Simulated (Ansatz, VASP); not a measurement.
## VH2: VASP beside Ansatz

```
V H
1.0
     0.00000    1.69495    1.69495
     1.69495    0.00000    1.69495
     1.69495    1.69495    0.00000
V H
1 2
Direct
  0.00000 0.00000 0.00000
  0.25000 0.25000 0.25000
  0.75000 0.75000 0.75000
```

Alike in both runs: functional LDA; k mesh 15 × 15 × 15; occupations fermi-dirac, width 0.05 eV; collinear spin.

Ansatz relaxed the structure, and its values are those at the end. VASP's run is a single point on that final structure, the one shown.

|  | VASP | Ansatz |
| --- | --- | --- |
| version | VASP 6.6.1 | Ansatz 0.2.0 |
| potentials or method | VASP PAW LDA potentials, release 64 (V_sv, H) | PAW with Ansatz's default frozen-core files, scalar-relativistic |
| plane-wave cutoff (eV) | 520 | 420 |
| valence electrons in the cell | 15 | 15 |

```tsv
	VASP	Ansatz	Ansatz less VASP
net moment per atom (μB)	0.00	0.00	0.000
```

LDA's correlation is that of Perdew and Zunger in VASP and of Perdew and Wang (1992) in Ansatz. Ansatz's warnings: seeded moment not kept, stress scf threshold loose.
